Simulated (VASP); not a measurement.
NiO: single point with PBE

The system is NiO.

```
Ni O
1.0
     1.49091    0.86078    2.43444
    -1.49091    0.86078    2.43444
     0.00000   -1.72156    2.43444
Ni O
1 1
Direct
  0.00000 0.00000 0.00000
  0.50000 0.50000 0.50000
```

```yaml
Program: VASP 6.6.1
Task: single point
Functional: PBE
Potentials_or_basis: VASP PAW PBE potentials, release 64 (Ni, O)
Cutoff: 520 eV
k_mesh: 14 × 14 × 14
Occupations: gaussian, width 0.05 eV
Spin: no spin polarisation
```

* Pressure: -7.5 GPa
* Band gap on the k mesh: zero (band 8 reaches 8.68 eV, above the bottom of band 9 at 5.97 eV)

Levels at points of the mesh, in eV from the Fermi level:
| k point | band 6 | band 7 | band 8 | band 9 | band 10 | band 11 |
| --- | --- | --- | --- | --- | --- | --- |
| (0.00, 0.00, 0.00) | -1.73 | -1.73 | -1.42 | -1.42 | 1.55 | 17.82 |
| (0.50, 0.00, 0.00) | -0.95 | -0.60 | 1.28 | 1.28 | 5.67 | 9.85 |
| (0.50, 0.50, 0.00) | -1.05 | -0.70 | -0.70 | -0.59 | 6.32 | 10.42 |
| (0.50, 0.50, 0.50) | -0.95 | -0.60 | 1.28 | 1.28 | 5.67 | 9.85 |

Run time: 24 s on 1 thread of Intel(R) Xeon(R) 6975P-C (Granite Rapids) (shared host), peak memory 0.2 GiB.

Caveat: the run has no spin polarisation, though such a crystal can be magnetic; semilocal functionals often make such compounds metallic where correlation or magnetic order opens a gap, which also shifts bond lengths. Spin polarisation is off, so any magnetic state and its effect on volume and gap are missing.
